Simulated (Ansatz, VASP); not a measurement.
## ZrSi3: VASP beside Ansatz

Contents of INCAR:

```
SYSTEM = ZrSi3
ALGO = Normal
EDIFF = 1E-6
ENCUT = 520
GGA = PS
ISIF = 2
ISMEAR = 0
LASPH = .True.
LCHARG = .True.
LELF = .True.
LREAL = .False.
LVHAR = .True.
LWAVE = .False.
NBANDS = 20
NELM = 60
PREC = Accurate
SIGMA = 0.05
```

File KPOINTS:

```
k-points
0
Gamma
  8 8 8
  0 0 0
```

File POSCAR:

```
ZrSi3
1.0
    3.8973785956      0.0000000000      0.0000000000
    0.0000000000      3.8973785956      0.0000000000
    0.0000000000      0.0000000000      3.8973785956
Zr Si
1 3
Direct
    0.0000000000      0.0000000000      0.0000000000
    0.0000000000      0.5000000000      0.5000000000
    0.5000000000      0.5000000000      0.0000000000
    0.5000000000      0.0000000000      0.5000000000
```

Input for Ansatz:

```yaml
crystal:
  lattice:
    - [3.8973785956, 0.0, 0.0]
    - [0.0, 3.8973785956, 0.0]
    - [0.0, 0.0, 3.8973785956]
  atoms:
    - { symbol: Zr, position: [0.0, 0.0, 0.0] }
    - { symbol: Si, position: [0.0, 0.5, 0.5] }
    - { symbol: Si, position: [0.5, 0.5, 0.0] }
    - { symbol: Si, position: [0.5, 0.0, 0.5] }
basis:
  ecutwfc: 420
  ecutrho_ratio: 4
kpoints:
  mp_grid: { grid: [8, 8, 8] }
hamiltonian:
  xc: pbesol
scf:
  occupations: { method: gaussian, width: 0.05 }
output:
  forces: true
  stress: true
  eigenvalues: true
```

Alike in both runs: task single point; functional PBEsol; k mesh 8 × 8 × 8; occupations gaussian, width 0.05 eV; no spin polarisation.

|  | VASP | Ansatz |
| --- | --- | --- |
| version | VASP 6.6.1 | Ansatz 0.2.0 |
| potentials or method | VASP PAW PBE potentials, release 64 (Zr_sv, Si), cutoff 520 eV | scalar-relativistic, plane waves, PAW |
| valence electrons in the cell | 24 | 24 |

```csv
,VASP,Ansatz,Ansatz less VASP
gap on the k mesh at the Fermi level (eV),none,none,-
pressure (GPa),5.7,5.5,-0.19
```

VASP's potentials were made for PBE, not for PBEsol. A gap of «none» marks a metal or a gap that the smearing closes. With one functional, cell and mesh, what is left measures potentials, basis and numerics.
